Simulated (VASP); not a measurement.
# Ag (Im-3m) in VASP: notebook, part 2 of 2

VASP 6.6.1. Earlier steps stand in the parts before.

### Step 4. Relaxation of cell and atoms, PBE

This run uses another cell than the first one, of 17.83 Å³/atom, 0.989 times its volume.

Input file INCAR:

```
SYSTEM = Ag
PREC = Accurate ; ENCUT = 600
EDIFF = 1E-6 ; ISMEAR = -1
SIGMA = 0.05 ; LREAL = .FALSE.
LASPH = .TRUE. ; NELM = 80
ALGO = Normal ; ISIF = 3
LWAVE = .FALSE. ; LCHARG = .FALSE.
GGA = PE ; IBRION = 2
NSW = 60 ; EDIFFG = -0.005
```

Input file KPOINTS:

```
regular mesh
0
G
  18 18 18
  0 0 0
```

Input file POSCAR:

```
Ag
1.0
   -1.6456881604      1.6456881604      1.6456881604
    1.6456881604     -1.6456881604      1.6456881604
    1.6456881604      1.6456881604     -1.6456881604
Ag
1
Direct
    0.0000000000      0.0000000000      0.0000000000
```

Potentials or basis: VASP PAW PBE potentials, release 64 (Ag).

Launch:

```console
$ cat potpaw_PBE.64/Ag/POTCAR > POTCAR
$ mpirun -np 1 vasp_std > vasp.out
```

OUTCAR:

```text
SYSTEM = Ag
   PREC = Accurate
   ENCUT = 600
   EDIFF = 1E-6
   ISMEAR = -1
   LREAL = .FALSE.
   LASPH = .TRUE.
   NELM = 80
   ISIF = 3
   GGA = PE
   IBRION = 2
   NSW = 60
   EDIFFG = -0.005

 ion  position               nearest neighbor table
   1  0.000  0.000  0.000-

  LATTYP: Found a body centered cubic cell.
 ALAT       =     3.2913763208

  Lattice vectors:

 A1 = (  -1.6456881604,   1.6456881604,   1.6456881604)
 A2 = (   1.6456881604,  -1.6456881604,   1.6456881604)
 A3 = (   1.6456881604,   1.6456881604,  -1.6456881604)

Analysis of symmetry for initial positions (statically):
=====================================================================
 Subroutine PRICEL returns:
 Original cell was already a primitive cell.
[... 245 lines left out ...]

  energy without entropy =       -2.67902430  energy(sigma->0) =       -2.68091351

 E-fermi :   7.7405     XC(G=0): -11.8920

 val. band max:        7.7270061266   @ k =  -0.3889   0.4444   0.1111
 cond. band min:       7.7724158957   @ k =   0.5000   0.0000   0.0000
 fundamental gap:      0.0454097691
 Fermi energy:         7.7405060478

 k-point     1 :       0.0000    0.0000    0.0000
  band No.  band energies     occupation
      1       0.3334      2.00000
      2       2.9852      2.00000
      3       2.9852      2.00000
      4       2.9852      2.00000
      5       4.2063      2.00000
      6       4.2063      2.00000
      7      25.4968      0.00000
      8      25.4968      0.00000
      9      25.4968      0.00000
[... 265 lines left out ...]
 k-point    24 :       0.3889    0.1111    0.0000
  band No.  band energies     occupation
      1       1.8218      2.00000
      2       2.3545      2.00000
      3       4.0558      2.00000
      4       4.1515      2.00000
      5       4.7263      2.00000
      6       7.8730      0.13208
      7      12.5146      0.00000
      8      19.4230      0.00000
      9      21.5073      0.00000

 [... further k-points ...]
[... 5 lines left out ...]
  --------------------------------------------------------------------------------------
  -------------------------------------------------------------------------------------
  Total       -0.0026667     -0.0026667     -0.0026667     -0.0000000      0.0000000      0.0000000
  in kB       -0.2375232     -0.2375232     -0.2375232     -0.0000000      0.0000000      0.0000000
  external PRESSURE =      -0.2375232 kB  Pullay stress =       0.0000000 kB
[... 16 lines left out ...]
  FREE ENERGIE OF THE ION-ELECTRON SYSTEM (eV)
  ---------------------------------------------------
  free  energy   TOTEN  =        -2.6828027168 eV

  energy  without entropy=       -2.6790242978  energy(sigma->0) =       -2.68091351

 reached required accuracy - stopping structural energy minimisation
```

Wall time 19 s (1 thread of Intel Xeon 6975P-C (Granite Rapids), shared host); peak memory 0.17 GiB.

Results:

```
Free energy                            : -2.6828 eV
Relaxed volume                         : 17.99 Å³/atom
Relaxed cell                           : a = 2.859 Å, b = 2.859 Å, c = 2.859 Å, α = 109.47°, β = 109.47°, γ = 109.47°
Space group after relaxing (to 0.05 Å) : Im-3m (No. 229)
Energy gained by relaxing              : 0.4 meV/atom
Ionic steps                            : 3
Pressure after relaxing                : 0.0 GPa
```

Step by step:
| step | energy change (eV) | largest force (eV/Å) | pressure (GPa) | volume (Å³) |
| --- | --- | --- | --- | --- |
| 1 | 0.0000 | 0.0000 | 0.80 | 17.83 |
| 2 | -0.0003 | 0.0000 | -0.32 | 18.06 |
| 3 | -0.0004 | 0.0000 | -0.02 | 17.99 |

Final structure:
```yaml
crystal:
  lattice:
    - [-1.65059, 1.65059, 1.65059]
    - [1.65059, -1.65059, 1.65059]
    - [1.65059, 1.65059, -1.65059]
  atoms:
    - { symbol: Ag, position: [0.00000, 0.00000, 0.00000] }
```

### Step 5. Relaxation of cell and atoms, PBE

Input file INCAR:

```
PREC = Accurate
ENCUT = 600
EDIFF = 1E-6
ISMEAR = -1
SIGMA = 0.05
LREAL = False
LASPH = True
NELM = 60
ALGO = Normal
ISIF = 3
LWAVE = False
LCHARG = False
GGA = PE
IBRION = 2
NSW = 45
EDIFFG = -0.005
```

Input file KPOINTS:

```
Automatic mesh
0
Gamma
  18 18 18
```

Input file POSCAR:

```
Ag
1.0
   -1.6515559943      1.6515559943      1.6515559943
    1.6515559943     -1.6515559943      1.6515559943
    1.6515559943      1.6515559943     -1.6515559943
Ag
1
Direct
    0.0000000000      0.0000000000      0.0000000000
```

Potentials or basis: VASP PAW PBE potentials, release 64 (Ag).

Launch:

```console
$ cat potpaw_PBE.64/Ag/POTCAR > POTCAR
$ mpirun -np 1 vasp_std > vasp.out
```

OUTCAR:

```text
PREC = Accurate
   ENCUT = 600
   EDIFF = 1E-6
   ISMEAR = -1
   LREAL = False
   LASPH = True
   NELM = 60
   ISIF = 3
   GGA = PE
   IBRION = 2
   NSW = 45
   EDIFFG = -0.005

 ion  position               nearest neighbor table
   1  0.000  0.000  0.000-

  LATTYP: Found a body centered cubic cell.
 ALAT       =     3.3031119886

  Lattice vectors:

 A1 = (  -1.6515559943,   1.6515559943,   1.6515559943)
 A2 = (   1.6515559943,  -1.6515559943,   1.6515559943)
 A3 = (   1.6515559943,   1.6515559943,  -1.6515559943)

Analysis of symmetry for initial positions (statically):
=====================================================================
 Subroutine PRICEL returns:
 Original cell was already a primitive cell.

[... 246 lines left out ...]

 E-fermi :   7.7409     XC(G=0): -11.8921

 val. band max:        7.7274524444   @ k =  -0.3889   0.4444   0.1111
 cond. band min:       7.7728077827   @ k =   0.5000   0.0000   0.0000
 fundamental gap:      0.0453553383
 Fermi energy:         7.7409439517

 k-point     1 :       0.0000    0.0000    0.0000
  band No.  band energies     occupation
      1       0.3337      2.00000
      2       2.9855      2.00000
      3       2.9855      2.00000
      4       2.9855      2.00000
      5       4.2066      2.00000
      6       4.2066      2.00000
      7      25.4973      0.00000
      8      25.4973      0.00000
      9      25.4973      0.00000
[... 265 lines left out ...]
 k-point    24 :       0.3889    0.1111    0.0000
  band No.  band energies     occupation
      1       1.8220      2.00000
      2       2.3548      2.00000
      3       4.0561      2.00000
      4       4.1518      2.00000
      5       4.7266      2.00000
      6       7.8734      0.13211
      7      12.5152      0.00000
      8      19.4236      0.00000
      9      21.5080      0.00000

 [... further k-points ...]
[... 5 lines left out ...]
  --------------------------------------------------------------------------------------
  -------------------------------------------------------------------------------------
  Total        0.0010965      0.0010965      0.0010965     -0.0000000      0.0000000     -0.0000000
  in kB        0.0976690      0.0976690      0.0976690     -0.0000000      0.0000000     -0.0000000
  external PRESSURE =       0.0976690 kB  Pullay stress =       0.0000000 kB
[... 16 lines left out ...]
  FREE ENERGIE OF THE ION-ELECTRON SYSTEM (eV)
  ---------------------------------------------------
  free  energy   TOTEN  =        -2.6829091629 eV

  energy  without entropy=       -2.6791306154  energy(sigma->0) =       -2.68101989

 reached required accuracy - stopping structural energy minimisation
```

CONTCAR:

```text
Ag
   1.00000000000000
    -1.6505738145523250    1.6505738145523250    1.6505738145523250
     1.6505738145523250   -1.6505738145523250    1.6505738145523250
     1.6505738145523250    1.6505738145523250   -1.6505738145523250
  Ag
     1
Direct
     0.0000000000000000    0.0000000000000000    0.0000000000000000

  0.00000000E+00  0.00000000E+00  0.00000000E+00
```

Wall time 19 s (1 thread of Intel Xeon 6975P-C (Granite Rapids), shared host); peak memory 0.17 GiB.

Results:

```
Free energy                            : -2.6829 eV
Relaxed volume                         : 17.99 Å³/atom
Relaxed cell                           : a = 2.859 Å, b = 2.859 Å, c = 2.859 Å, α = 109.47°, β = 109.47°, γ = 109.47°
Space group after relaxing (to 0.05 Å) : Im-3m (No. 229)
Energy gained by relaxing              : 0.0 meV/atom
Ionic steps                            : 3
Pressure after relaxing                : 0.0 GPa
```

Final structure:
```yaml
crystal:
  lattice:
    - [-1.65057, 1.65057, 1.65057]
    - [1.65057, -1.65057, 1.65057]
    - [1.65057, 1.65057, -1.65057]
  atoms:
    - { symbol: Ag, position: [0.00000, 0.00000, 0.00000] }
```

Levels at points of the mesh, in eV from the Fermi level:
```
           k point  band 3  band 4  band 5  band 6  band 7  band 8  band 9
(0.00, 0.00, 0.00)   -4.76   -4.76   -3.53   -3.53   17.76   17.76   17.76
(0.50, 0.00, 0.00)   -3.59   -3.43   -2.61    0.03    3.83   13.13   14.00
(0.50, 0.50, 0.50)   -2.84   -2.84   -2.84    6.73    6.73    6.73   12.08
```

### Step 6. Summary

```tsv
task	cell	cutoff (eV)	gap on the mesh (eV)	pressure (GPa)	relaxed volume (Å³/atom)
single point	a = 2.861 Å, angles 109.5°, 1 atom	520	none	-0.1	-
single point	a = 2.935 Å, angles 109.5°, 1 atom	520	none	-5.5	-
relaxation of cell and atoms	relaxed from a = 2.850 Å, angles 109.5°, 1 atom	600	none	0.0	17.99
relaxation of cell and atoms	relaxed from a = 2.861 Å, angles 109.5°, 1 atom	600	none	0.0	17.99
```

Alike in all rows: level PBE; potentials or basis VASP PAW PBE potentials, release 64 (Ag); no spin polarisation; k mesh 18 × 18 × 18; smearing fermi-dirac 0.05 eV.

Absolute energies hang on the potentials; compare differences alone.
